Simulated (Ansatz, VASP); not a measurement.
# One calculation of CdS, two programs

Contents of INCAR:

```
SYSTEM = CdS
  PREC = Accurate
  ENCUT = 520
  EDIFF = 1E-7
  ISMEAR = 0
  SIGMA = 0.05
  LREAL = .FALSE.
  LASPH = .TRUE.
  NELM = 100
  ALGO = Normal
  ISIF = 2
  LWAVE = .FALSE.
  LCHARG = .FALSE.
  GGA = PS
  NBANDS = 26
```

KPOINTS

```
Automatic mesh
0
G
  6 6 4
  0 0 0
```

The input POSCAR:

```
CdS
1.0
    4.1646212372      0.0000000000      0.0000000000
   -2.0823106186      3.6066677886      0.0000000000
    0.0000000000      0.0000000000      6.7659754123
Cd S
2 2
Direct
    0.3333333333      0.6666666667     -0.0009650885
    0.6666666667      0.3333333333      0.4990349115
    0.3333333333      0.6666666667      0.3759650885
    0.6666666667      0.3333333333      0.8759650885
```

Input for Ansatz:

```yaml
crystal:
  lattice:
    - [4.1646212372, 0.0, 0.0]
    - [-2.0823106186, 3.6066677886, 0.0]
    - [0.0, 0.0, 6.7659754123]
  atoms:
    - { symbol: Cd, position: [0.3333333333, 0.6666666667, -0.0009650885] }
    - { symbol: Cd, position: [0.6666666667, 0.3333333333, 0.4990349115] }
    - { symbol: S, position: [0.3333333333, 0.6666666667, 0.3759650885] }
    - { symbol: S, position: [0.6666666667, 0.3333333333, 0.8759650885] }
kpoints:
  mp_grid: { grid: [6, 6, 4] }
hamiltonian:
  xc: pbesol
scf:
  occupations: { method: gaussian, width: 0.05 }
  n_extra_bands: 5
output:
  forces: true
  stress: true
  eigenvalues: true
```

Alike in both runs: task single point; functional PBEsol; k mesh 6 × 6 × 4; occupations gaussian, width 0.05 eV; no spin polarisation.

|  | VASP | Ansatz |
| --- | --- | --- |
| version | VASP 6.6.1 | Ansatz 0.2.0 |
| potentials or method | VASP PAW PBE potentials, release 64 (Cd, S) | plane waves |
| plane-wave cutoff (eV) | 520 | 420 |
| valence electrons in the cell | 36 | 52 |

Ansatz gave:

```
gap on the k mesh at the Fermi level (eV) : 1.03
pressure (GPa)                            : -1.6
```

Problem. Which values does VASP return?

Solution. gap on the k mesh at the Fermi level (eV): 1.04; pressure (GPa): -1.2.

VASP's potentials were made for PBE, not for PBEsol. The functional is the same, so the differences come from potentials, cutoffs and numerics. VASP's potentials hold 36 valence electrons a cell and Ansatz's 52, so a difference there can come from the potentials and not from the codes.
